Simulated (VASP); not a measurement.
# Re (P6_3/mmc) in VASP: a series of runs, part 2 of 2

VASP 6.6.1. Earlier steps stand in the parts before.

## (3) Relaxation of shape and atoms at fixed volume, r2SCAN (volume scaled by 0.91)

Contents of POSCAR:

```
Re
1.0
    2.6726711955      0.0000000000      0.0000000000
   -1.3363355978      2.3146011512      0.0000000000
    0.0000000000      0.0000000000      4.3241567232
Re
2
Direct
    0.3333333333      0.6666666667      0.2500000000
    0.6666666667      0.3333333333      0.7500000000
```

Contents of INCAR.step1:

```
SYSTEM = Re
ALGO     = Normal         ! electronic algorithm
EDIFF    = 1E-4           ! SCF threshold, eV
ENCUT    = 600            ! plane-wave cutoff, eV
GGA      = PE             ! functional
ISMEAR   = 0              ! smearing method
LASPH    = .True.         ! aspherical terms in the spheres
LCHARG   = .False.        ! write CHGCAR
LREAL    = .False.        ! projectors in reciprocal space
LWAVE    = .True.         ! write WAVECAR
NELM     = 100            ! most SCF steps
PREC     = Accurate       ! precision mode
SIGMA    = 0.1            ! smearing width, eV
```

Contents of INCAR.step2:

```
SYSTEM = Re
ALGO     = Normal         ! electronic algorithm
EDIFF    = 1E-6           ! SCF threshold, eV
EDIFFG   = -0.01          ! ionic threshold
ENCUT    = 600            ! plane-wave cutoff, eV
IBRION   = 2              ! ionic algorithm
ISIF     = 4              ! what is computed and relaxed
ISMEAR   = 0              ! smearing method
ISTART   = 1            
LASPH    = .True.         ! aspherical terms in the spheres
LCHARG   = .False.        ! write CHGCAR
LMIXTAU  = .True.       
LREAL    = .False.        ! projectors in reciprocal space
LWAVE    = .False.        ! write WAVECAR
METAGGA  = R2SCAN         ! meta-GGA
NELM     = 100            ! most SCF steps
NSW      = 50             ! ionic steps
PREC     = Accurate       ! precision mode
SIGMA    = 0.1            ! smearing width, eV
```

Contents of KPOINTS:

```
k-points
0
Gamma
  18 18 10
  0 0 0
```

Potentials or basis: VASP PAW PBE potentials, release 64 (Re).

Launch:

```sh
> cat potpaw_PBE.64/Re/POTCAR > POTCAR
> cp INCAR.step1 INCAR
> mpirun -np 1 vasp_std > vasp.out
> cp INCAR.step2 INCAR
> mpirun -np 1 vasp_std > vasp.out
```

OUTCAR:

```text
SYSTEM = Re
   EDIFF = 1E-6
   EDIFFG = -0.01
   ENCUT = 600
   IBRION = 2
   ISIF = 4
   ISMEAR = 0
   ISTART = 1
   LASPH = .True.
   LREAL = .False.
   METAGGA = R2SCAN
   NELM = 100
   NSW = 50
   PREC = Accurate

 ion  position               nearest neighbor table
   1  0.333  0.667  0.250-   2 2.66   2 2.66   2 2.66   2 2.66   2 2.66   2 2.66
   2  0.667  0.333  0.750-   1 2.66   1 2.66   1 2.66   1 2.66   1 2.66   1 2.66

  LATTYP: Found a hexagonal cell.
 ALAT       =     2.6726711955
 C/A-ratio  =     1.6179157131

  Lattice vectors:
[... 521 lines left out ...]
      8      12.7075      0.00000
      9      13.4411      0.00000
     10      13.7849      0.00000
     11      15.6592      0.00000

 [... further k-points ...]
[... 5 lines left out ...]
  --------------------------------------------------------------------------------------
  -------------------------------------------------------------------------------------
  Total        7.6970247      7.6970247      7.6827976     -0.0000000      0.0000000      0.0000000
  in kB      461.0099936    461.0099935    460.1578674     -0.0000000      0.0000000      0.0000000
  external PRESSURE =     460.7259515 kB  Pullay stress =       0.0000000 kB

 VOLUME and BASIS-vectors are now :
 -----------------------------------------------------------------------------
  energy-cutoff  :      600.00
  volume of cell :       26.75
      direct lattice vectors                 reciprocal lattice vectors
     2.672671195  0.000000000  0.000000000     0.374157510  0.216019939  0.000000000
    -1.336335598  2.314601151  0.000000000     0.000000000  0.432039878  0.000000000
     0.000000000  0.000000000  4.324156723     0.000000000  0.000000000  0.231258963

 POSITION                                       TOTAL-FORCE (eV/Angst)
 -----------------------------------------------------------------------------------
     -0.00000      1.54307      1.08104        -0.000000     -0.000000      0.000000
      1.33634      0.77153      3.24312         0.000000      0.000000      0.000000
 -----------------------------------------------------------------------------------
    total drift:                                0.000000     -0.000000     -0.000000

  FREE ENERGIE OF THE ION-ELECTRON SYSTEM (eV)
  ---------------------------------------------------
  free  energy   TOTEN  =      -104.5543694166 eV

  energy  without entropy=     -104.5475877760  energy(sigma->0) =     -104.55097860

 reached required accuracy - stopping structural energy minimisation
```

OSZICAR.step1:

```text
N       E                     dE             d eps       ncg     rms          rms(c)
DAV:   1     0.378915544486E+02    0.37892E+02   -0.75773E+03  8662   0.177E+03
DAV:   2    -0.180956573763E+02   -0.55987E+02   -0.47864E+02  7574   0.343E+02
DAV:   3    -0.252693509625E+02   -0.71737E+01   -0.57716E+01  8055   0.301E+02
DAV:   4    -0.256160606969E+02   -0.34671E+00   -0.31860E+00  8849   0.346E+01
DAV:   5    -0.256274702315E+02   -0.11410E-01   -0.10144E-01  8396   0.331E+00    0.512E+01
DAV:   6    -0.247619432572E+02    0.86553E+00   -0.63144E-01  9004   0.250E+01    0.239E+01
DAV:   7    -0.244031279125E+02    0.35882E+00   -0.61951E-01  9312   0.237E+01    0.382E-01
DAV:   8    -0.243947680970E+02    0.83598E-02   -0.55357E-03  8584   0.652E-01    0.153E-01
DAV:   9    -0.243937394674E+02    0.10286E-02   -0.65065E-04  7586   0.281E-01    0.384E-02
DAV:  10    -0.243937603387E+02   -0.20871E-04   -0.59109E-05  4077   0.212E-01
   1 F= -.24393760E+02 E0= -.24390230E+02  d E =-.706082E-02
```

Wall time 7.1 min (1 thread of Oxide Virtual Turin-like, shared host); peak memory 0.18 GiB.

Results:

```
Free energy             : -104.5544 eV
Pressure after relaxing : 46.1 GPa
Band gap on the k mesh  : zero (band 7 reaches 10.71 eV, above the bottom of band 8 at 6.86 eV)
```

Stress tensor (GPa, compression positive):
```
46.10  0.00  0.00
 0.00 46.10  0.00
 0.00  0.00 46.02
```

Final structure:
```
CELL_PARAMETERS angstrom
2.67267 0.00000 0.00000
-1.33634 2.31460 0.00000
0.00000 0.00000 4.32416
ATOMIC_POSITIONS crystal
Re 0.33333 0.66667 0.25000
Re 0.66667 0.33333 0.75000
```

Levels at points of the mesh, in eV from the Fermi level:
| k point | band 3 | band 4 | band 5 | band 6 | band 7 | band 8 | band 9 | band 10 | band 11 |
| --- | --- | --- | --- | --- | --- | --- | --- | --- | --- |
| (0.00, 0.00, 0.00) | -1.94 | -1.90 | -1.90 | -0.90 | -0.90 | 0.24 | 0.24 | 0.80 | 3.99 |
| (0.50, 0.00, 0.00) | -6.25 | -2.30 | -1.86 | -1.61 | -0.69 | 4.76 | 5.24 | 5.40 | 7.21 |
| (0.00, 0.00, 0.50) | -2.81 | -2.81 | -2.04 | -2.04 | -2.04 | -2.04 | 3.05 | 3.05 | 3.05 |
| (0.50, 0.00, 0.50) | -4.91 | -4.91 | 0.46 | 0.46 | 1.17 | 1.17 | 5.13 | 5.15 | 5.66 |

Caveat: the relaxation stopped at its first step, so nothing moved; the PAW data sets were made with another functional, which shifts forces and pressure a little; spin-orbit coupling is left out, which moves the levels of the heavy elements.

## (4) Relaxation of shape and atoms at fixed volume, r2SCAN (volume scaled by 0.94)

Contents of POSCAR:

```
Re
1.0
    2.7017242455      0.0000000000      0.0000000000
   -1.3508621228      2.3397618306      0.0000000000
    0.0000000000      0.0000000000      4.3711621093
Re
2
Direct
    0.3333333333      0.6666666667      0.2500000000
    0.6666666667      0.3333333333      0.7500000000
```

Contents of INCAR.step1:

```
SYSTEM = Re
ALGO = Normal
EDIFF = 1E-4
ENCUT = 600
GGA = PE
ISMEAR = 0
LASPH = .True.
LCHARG = .False.
LREAL = .False.
LWAVE = .True.
NELM = 80
PREC = Accurate
SIGMA = 0.1
```

Contents of INCAR.step2:

```
SYSTEM = Re
ALGO = Normal
EDIFF = 1E-6
EDIFFG = -0.01
ENCUT = 600
IBRION = 2
ISIF = 4
ISMEAR = 0
ISTART = 1
LASPH = .True.
LCHARG = .False.
LMIXTAU = .True.
LREAL = .False.
LWAVE = .False.
METAGGA = R2SCAN
NELM = 80
NSW = 50
PREC = Accurate
SIGMA = 0.1
```

KPOINTS is that of step 3.

Launch:

```sh
> cat potpaw_PBE.64/Re/POTCAR > POTCAR
> cp INCAR.step1 INCAR
> mpirun -np 1 vasp_std > vasp.out
> cp INCAR.step2 INCAR
> mpirun -np 1 vasp_std > vasp.out
```

It took 6.3 min on 1 thread of Oxide Virtual Turin-like, shared host; peak memory 0.19 GiB.

It converged, with:

- Free energy: -104.7576 eV
- Pressure after relaxing: 28.3 GPa
- Band gap on the k mesh: zero (band 7 reaches 10.15 eV, above the bottom of band 8 at 6.54 eV)

Final structure:
```xyz
2
Lattice="2.7017 0.0000 0.0000 -1.3509 2.3398 0.0000 0.0000 0.0000 4.3712" Properties=species:S:1:pos:R:3 pbc="T T T"
Re    0.0000    1.5598    1.0928
Re    1.3509    0.7799    3.2784
```

Levels at points of the mesh, in eV from the Fermi level:
```tsv
k point	band 5	band 6	band 7	band 8	band 9	band 10
(0.00, 0.00, 0.00)	-1.79	-0.84	-0.84	0.25	0.25	0.70
(0.50, 0.00, 0.00)	-1.86	-1.55	-0.67	4.55	5.00	5.15
(0.00, 0.00, 0.50)	-1.93	-1.93	-1.93	-1.93	2.93	2.93
(0.50, 0.00, 0.50)	0.47	0.47	1.07	1.07	4.90	4.90
```

Caveat: the relaxation stopped at its first step, so nothing moved; the PAW data sets were made with another functional, which shifts forces and pressure a little; spin-orbit coupling is left out, which moves the levels of the heavy elements.

## (5) Summary

| task | cell | cutoff (eV) | gap on the mesh (eV) | pressure (GPa) |
| --- | --- | --- | --- | --- |
| single point | a = 2.839, b = 2.839, c = 4.591 Å, angles 90.0, 90.0, 120.0°, 2 atoms | 520 | none | -28.1 |
| relaxation of shape and atoms at fixed volume | relaxed from a = 2.673, b = 2.673, c = 4.324 Å, angles 90.0, 90.0, 120.0°, 2 atoms | 600 | none | 46.1 |
| relaxation of shape and atoms at fixed volume | relaxed from a = 2.702, b = 2.702, c = 4.371 Å, angles 90.0, 90.0, 120.0°, 2 atoms | 600 | none | 28.3 |

Alike in all rows: level r2SCAN; potentials or basis VASP PAW PBE potentials, release 64 (Re); no spin polarisation; k mesh 18 × 18 × 10; smearing gaussian 0.1 eV.

Caveats: the PAW data sets were made with another functional, which shifts forces and pressure a little; spin-orbit coupling is left out, which moves the levels of the heavy elements; the relaxation stopped at its first step, so nothing moved (some runs).

Absolute energies hang on the potentials; compare differences alone.
